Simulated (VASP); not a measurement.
Si2Mo: single point with PBEsol+D4

Crystal: Si2Mo.

```
Mo Si
1.0
    -1.61060    1.61060    3.95653
     1.61060   -1.61060    3.95653
     1.61060    1.61060   -3.95653
Mo Si
1 2
Cartesian
  0.0000 0.0000 0.0000
  0.0000 0.0000 5.2780
  0.0000 0.0000 2.6350
```

```
Program             : VASP 6.6.1
Task                : single point
Functional          : PBEsol
Dispersion          : D4
Potentials or basis : VASP PAW PBE potentials, release 64 (Mo_sv, Si)
Cutoff              : 520 eV
k mesh              : 12 × 12 × 12
Occupations         : fermi-dirac, width 0.05 eV
Spin                : no spin polarisation
```

- Pressure: -9.8 GPa
- Largest force: 0.354 eV/Å
- Band gap on the k mesh: zero (bands 11 and 12 overlap by 1.02 eV)
- Dispersion energy per atom: -0.315 eV

Forces on the atoms (eV/Å):
```
Mo   0.000  0.000  0.000
Si   0.000  0.000 -0.354
Si   0.000  0.000  0.354
```

Stress tensor (GPa, compression positive):
```
 -9.21   0.00   0.00
  0.00  -9.21   0.00
  0.00   0.00 -10.96
```

Levels at points of the mesh, in eV from the Fermi level:
```csv
k point,band 8,band 9,band 10,band 11,band 12,band 13,band 14,band 15
"(0.00, 0.00, 0.00)",-2.97,-2.61,-2.61,0.40,2.96,3.14,3.58,3.58
"(0.50, 0.00, 0.00)",-4.42,-2.57,-2.46,-0.50,2.18,2.98,3.88,4.19
"(0.50, 0.50, 0.00)",-5.27,-4.43,-3.00,-1.14,2.23,2.61,2.93,3.18
"(0.50, 0.50, 0.50)",-2.26,-0.58,-0.58,-0.53,-0.53,0.53,4.54,4.92
```

It took 2.1 min on 1 thread of AMD EPYC 9R45 96-Core Processor (Zen 5), on a shared host, peak memory 0.25 GiB.

Caveat: the cell stands under tension; the PAW data sets were made with another functional, which shifts forces and pressure a little.
